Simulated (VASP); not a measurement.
# O (R-3m) in VASP: a series of runs

O is run at these levels: PBE; tasks: single point.

All numbers are computed with VASP 6.6.1; they aren't measurements. Logs are shortened: lines on timing, memory, paths and dates and some standing lists are left out, and cuts for length are marked.

## Step 1: The cell of the first run

It takes space group R-3m (No. 166, trigonal). The conventional cell has a = 3.282 Å, b = 3.282 Å, c = 10.969 Å, α = 90.00°, β = 90.00°, γ = 120.00°. O (site symmetry 3m) has 1 O at 1.20 Å within 1.6 Å.

## Step 2: Single point, PBE, collinear spin, ferromagnetic start (17.06 Å³/atom)

INCAR

```
SYSTEM = O
PREC = Accurate
ENCUT = 520
EDIFF = 1E-7
ISMEAR = -1
SIGMA = 0.02
LREAL = .FALSE.
LASPH = .TRUE.
NELM = 150
ALGO = Normal
ISIF = 2
LWAVE = .FALSE.
LCHARG = .FALSE.
ISPIN = 2
MAGMOM = 1 1
LORBIT = 11
GGA = PE
NBANDS = 17
```

KPOINTS

```
Automatic mesh
0
G
  8 8 8
  0 0 0
```

POSCAR

```
O
1.0
    1.6410465630      0.9474586749      3.6564629682
   -1.6410465630      0.9474586749      3.6564629682
    0.0000000000     -1.8949173498      3.6564629682
O
2
Direct
    0.9453852800      0.9453852800      0.9453852800
    0.0546147200      0.0546147200      0.0546147200
```

Potentials or basis: VASP PAW PBE potentials, release 64 (O).

Started as:

```
> cat potpaw_PBE.64/O/POTCAR > POTCAR
> mpirun -np 1 vasp_std > vasp.out
```

OUTCAR:

```text
SYSTEM = O
   PREC = Accurate
   ENCUT = 520
   EDIFF = 1E-7
   ISMEAR = -1
   LREAL = .FALSE.
   LASPH = .TRUE.
   NELM = 150
   ISIF = 2
   ISPIN = 2
   LORBIT = 11
   GGA = PE

 ion  position               nearest neighbor table
   1  0.945  0.945  0.945-   2 1.20
   2  0.055  0.055  0.055-   1 1.20

  LATTYP: Found a trigonal (rhomboedric) cell.
 ALAT       =     4.1183046512
 COS(alpha) =     0.6824333683

  Lattice vectors:

 A1 = (   1.6410465630,   0.9474586749,   3.6564629682)
 A2 = (  -1.6410465630,   0.9474586749,   3.6564629682)
 A3 = (   0.0000000000,  -1.8949173498,   3.6564629682)

Analysis of symmetry for initial positions (statically):
=====================================================================
 Subroutine PRICEL returns:
 Original cell was already a primitive cell.

 Routine SETGRP: Setting up the symmetry group for a
 trigonal (rhombohedral) supercell.

 Subroutine GETGRP returns: Found 12 space group operations
 (whereof 12 operations were pure point group operations)
 out of a pool of 12 trial point group operations.

The static configuration has the point symmetry D_3d.

Analysis of symmetry for dynamics (positions and initial velocities):
=====================================================================
 Subroutine PRICEL returns:
 Original cell was already a primitive cell.

 Routine SETGRP: Setting up the symmetry group for a
 trigonal (rhombohedral) supercell.

 Subroutine GETGRP returns: Found 12 space group operations
 (whereof 12 operations were pure point group operations)
 out of a pool of 12 trial point group operations.

The dynamic configuration has the point symmetry D_3d.

Analysis of structural, dynamic, and magnetic symmetry:
=====================================================================
 Subroutine PRICEL returns:
 Original cell was already a primitive cell.

 Routine SETGRP: Setting up the symmetry group for a
 trigonal (rhombohedral) supercell.

 Subroutine GETGRP returns: Found 12 space group operations
 (whereof 12 operations were pure point group operations)
 out of a pool of 12 trial point group operations.

The overall configuration has the point symmetry D_3d.

 Subroutine INISYM returns: Found 12 space group operations
 (whereof 12 operations are pure point group operations),
 and found     1 'primitive' translations

----------------------------------------------------------------------------------------

[... 113 lines left out ...]
  volume/ion in A,a.u.               =      17.06       115.10
  Fermi-wavevector in a.u.,A,eV,Ry     =   1.155679  2.183917 18.171872  1.335595
  Thomas-Fermi vector in A             =   2.292306
   LORBIT       =     11    0 simple, 1 ext, 2 COOP (PROOUT), +10 PAW based schemes
   GGA     = PE    functional components
   LHFCALC =     F    Hartree Fock is set to
   AEXX    =    0.0000 exact exchange contribution
   IVDW    =     0    specifies the selected vdW correction
   LEPSILON=     F    determine dielectric tensor
   LRPA    =     F    only Hartree local field effects (RPA)
 spin polarized calculation
  energy-cutoff  :      520.00
  volume of cell :       34.11
 maximum number of plane-waves:       934
   NGX = 15   NGY = 15   NGZ = 15

 number of electron      12.0000006 magnetization       2.0000002

 Free energy of the ion-electron system (eV)
  ---------------------------------------------------
  ext. energy  EPLUGINS =         0.00000000
  ---------------------------------------------------
  free energy    TOTEN  =        -9.80401566 eV

  energy without entropy =       -9.80401566  energy(sigma->0) =       -9.80401566

 E-fermi :  -1.5152     XC(G=0):  -7.4160

 val. band max:       -2.0665562075   @ k =   0.5000   0.5000   0.5000
 cond. band min:      -0.8911065232   @ k =   0.5000   0.5000   0.0000
 fundamental gap:      1.1754496843
 Fermi energy:        -1.5151651164

 spin component 1

 k-point     1 :       0.0000    0.0000    0.0000
  band No.  band energies     occupation
      1     -29.1406      1.00000
      2     -16.0346      1.00000
      3      -9.9496      1.00000
      4      -8.9775      1.00000
      5      -8.9775      1.00000
      6      -2.2260      1.00000
[... 459 lines left out ...]
      6      -2.4243      1.00000
[... 9 lines left out ...]
     16      21.2478      0.00000
     17      24.4754      0.00000

 [... further k-points ...]

 spin component 2

 k-point     1 :       0.0000    0.0000    0.0000
  band No.  band energies     occupation
      1     -27.9552      1.00000
      2     -14.2066      1.00000
      3      -9.1064      1.00000
      4      -7.0214      1.00000
      5      -7.0214      1.00000
      6       0.1777      0.00000
[... 459 lines left out ...]
      6      -0.0847      0.00000
[... 9 lines left out ...]
     16      21.7199      0.00000
     17      24.8650      0.00000

 [... further k-points ...]

------------------------ aborting loop because EDIFF is reached ----------------------------------------

  FORCE on cell =-STRESS in cart. coord.  units (eV):
  Direction    XX          YY          ZZ          XY          YZ          ZX
  --------------------------------------------------------------------------------------
  -------------------------------------------------------------------------------------
  Total        0.2740425      0.2740425      3.6685054      0.0000000      0.0000000      0.0000000
  in kB       12.8716688     12.8716688    172.3082754      0.0000000      0.0000000      0.0000000
  external PRESSURE =      66.0172043 kB  Pullay stress =       0.0000000 kB

 VOLUME and BASIS-vectors are now :
 -----------------------------------------------------------------------------
  energy-cutoff  :      520.00
  volume of cell :       34.11
      direct lattice vectors                 reciprocal lattice vectors
     1.641046563  0.947458675  3.656462968     0.304683615  0.175909167  0.091162781
    -1.641046563  0.947458675  3.656462968    -0.304683615  0.175909167  0.091162781
     0.000000000 -1.894917350  3.656462968     0.000000000 -0.351818335  0.091162781

 POSITION                                       TOTAL-FORCE (eV/Angst)
 -----------------------------------------------------------------------------------
      0.00000      0.00000     10.37030         0.000000      0.000000     -2.876884
      0.00000      0.00000      0.59909         0.000000     -0.000000      2.876884
 -----------------------------------------------------------------------------------
    total drift:                               -0.000000     -0.000000      0.000000

  FREE ENERGIE OF THE ION-ELECTRON SYSTEM (eV)
  ---------------------------------------------------
  free  energy   TOTEN  =        -9.8040156649 eV

  energy  without entropy=       -9.8040156649  energy(sigma->0) =       -9.80401566

 total charge

# of ion       s       p       d       tot
------------------------------------------
    1        1.614   3.332   0.000   4.946
    2        1.614   3.332   0.000   4.946
--------------------------------------------------
tot          3.227   6.664   0.000   9.891

 magnetization (x)

# of ion       s       p       d       tot
------------------------------------------
    1        0.011   0.796   0.000   0.807
    2        0.011   0.796   0.000   0.807
--------------------------------------------------
tot          0.021   1.592   0.000   1.614
```

OSZICAR:

```text
N       E                     dE             d eps       ncg     rms          rms(c)
DAV:   1     0.406192831712E+02    0.40619E+02   -0.54370E+03  4452   0.593E+02
DAV:   2    -0.812824424745E+01   -0.48748E+02   -0.45897E+02  5799   0.152E+02
DAV:   3    -0.976277490330E+01   -0.16345E+01   -0.16228E+01  5023   0.246E+01
DAV:   4    -0.976831627102E+01   -0.55414E-02   -0.55411E-02  5635   0.169E+00
DAV:   5    -0.976834105606E+01   -0.24785E-04   -0.24785E-04  5031   0.106E-01    0.659E+00
DAV:   6    -0.977255418761E+01   -0.42131E-02   -0.99328E-01  4754   0.684E+00    0.303E+00
DAV:   7    -0.978569445839E+01   -0.13140E-01   -0.20929E-01  4553   0.357E+00    0.155E+00
DAV:   8    -0.980149854052E+01   -0.15804E-01   -0.39410E-02  4924   0.158E+00    0.441E-01
DAV:   9    -0.980324708170E+01   -0.17485E-02   -0.31624E-03  4931   0.433E-01    0.216E-01
DAV:  10    -0.980396372723E+01   -0.71665E-03   -0.55396E-04  4774   0.195E-01    0.463E-02
DAV:  11    -0.980399811036E+01   -0.34383E-04   -0.60826E-05  4791   0.590E-02    0.227E-02
DAV:  12    -0.980401416309E+01   -0.16053E-04   -0.97866E-06  4810   0.247E-02    0.628E-03
DAV:  13    -0.980401523408E+01   -0.10710E-05   -0.61055E-07  5387   0.588E-03    0.300E-03
DAV:  14    -0.980401563425E+01   -0.40017E-06   -0.53722E-07  4614   0.496E-03    0.138E-03
DAV:  15    -0.980401566485E+01   -0.30606E-07   -0.38239E-08  4938   0.154E-03
   1 F= -.98040157E+01 E0= -.98040157E+01  d E =-.165028E-13  mag=     2.0000
```

Wall time 2.3 min (1 thread of Intel Xeon Platinum 8375C at 2.90GHz (Ice Lake), shared host); peak memory 0.2 GiB.

Results:

| Quantity | Value |
| --- | --- |
| Free energy | -9.8040 eV |
| Pressure | 6.6 GPa |
| Largest force | 2.877 eV/Å |
| Band gap on the k mesh | 1.18 eV (least direct gap 1.24 eV) |
| Net moment | 2.00 μB per cell |
| Site moments | O +0.81 μB |
| Valence electrons inside the program's atomic spheres | O 4.95 |

Forces on the atoms (eV/Å):
```
O    0.000  0.000 -2.877
O    0.000  0.000  2.877
```

Stress tensor (GPa, compression positive):
```
 1.29  0.00  0.00
 0.00  1.29  0.00
 0.00  0.00 17.23
```

Caveat: the standard files for N, O and F lose accuracy on very short bonds; the stress differs along the axes, from 1 to 17 GPa; this functional lacks dispersion, which holds the molecules together, so the pressure and a relaxed volume are unreliable; forces of over 1 eV/Å act on the atoms, so gaps and moduli don't describe the material at rest. A k mesh can miss the band edges.

## Step 3: Single point, PBE, collinear spin, ferromagnetic start (17.59 Å³/atom)

This run uses another cell than the first one, of 17.59 Å³/atom.

INCAR

```
SYSTEM = O
ALGO = Normal
EDIFF = 1E-6
ENCUT = 520
GGA = PE
ISIF = 2
ISMEAR = -1
ISPIN = 2
LASPH = .TRUE.
LCHARG = .TRUE.
LELF = .TRUE.
LORBIT = 11
LREAL = .FALSE.
LVHAR = .TRUE.
LWAVE = .FALSE.
MAGMOM = 1 1
NBANDS = 17
NELM = 150
PREC = Accurate
SIGMA = 0.02
```

KPOINTS

```
k-points
0
G
  8 8 8
  0 0 0
```

POSCAR

```
O
1.0
    1.6580280824      0.9572629597      3.6942999791
   -1.6580280824      0.9572629597      3.6942999791
    0.0000000000     -1.9145259194      3.6942999791
O
2
Direct
    0.9453852800      0.9453852800      0.9453852800
    0.0546147200      0.0546147200      0.0546147200
```

Potentials or basis: VASP PAW PBE potentials, release 64 (O).

Started as:

```
> cat potpaw_PBE.64/O/POTCAR > POTCAR
> mpirun -np 1 vasp_std > vasp.out
```

Wall time 88 s (1 thread of Intel Xeon Platinum 8375C at 2.90GHz (Ice Lake), shared host); peak memory 0.21 GiB.

The run converged. Its results:

```yaml
Free_energy: -9.8423 eV
Pressure: 4.2 GPa
Largest_force: 1.773 eV/Å
Band_gap_on_the_k_mesh: 1.24 eV (least direct gap 1.30 eV)
Net_moment: 2.00 μB per cell
Site_moments: O +0.81 μB
Valence_electrons_inside_the_program's_atomic_spheres: O 4.92
```

Forces in eV/Å, atoms in the order of the input:
```
O    0.000  0.000 -1.773
O    0.000  0.000  1.773
```

Stress tensor (GPa, compression positive):
```
 1.06  0.00  0.00
 0.00  1.06  0.00
 0.00  0.00 10.57
```

Levels at points of the mesh, in eV from the valence-band top:
Spin up:
```csv
k point,band 5,band 6,band 7,band 8,band 9,band 10
"(0.00, 0.00, 0.00)",-6.69,-0.15,-0.15,6.80,10.91,13.94
"(0.50, 0.00, 0.00)",-6.84,-0.60,-0.37,9.40,11.18,11.49
"(0.50, 0.50, 0.00)",-6.83,-0.91,-0.06,9.15,10.79,12.55
"(0.50, 0.50, 0.50)",-6.71,0.00,0.00,7.13,7.85,12.37
```
Spin down:
| k point | band 3 | band 4 | band 5 | band 6 | band 7 | band 8 |
| --- | --- | --- | --- | --- | --- | --- |
| (0.00, 0.00, 0.00) | -6.84 | -4.73 | -4.73 | 2.25 | 2.25 | 7.23 |
| (0.50, 0.00, 0.00) | -6.22 | -5.85 | -4.91 | 1.66 | 1.97 | 10.17 |
| (0.50, 0.50, 0.00) | -5.90 | -5.73 | -5.04 | 1.24 | 2.36 | 10.05 |
| (0.50, 0.50, 0.50) | -5.77 | -4.80 | -4.80 | 2.43 | 2.43 | 7.86 |

Caveat: the standard files for N, O and F lose accuracy on very short bonds; the stress differs along the axes, from 1 to 11 GPa; this functional lacks dispersion, which holds the molecules together, so the pressure and a relaxed volume are unreliable; forces of over 1 eV/Å act on the atoms, so gaps and moduli don't describe the material at rest.

[end of part 1 of 2]
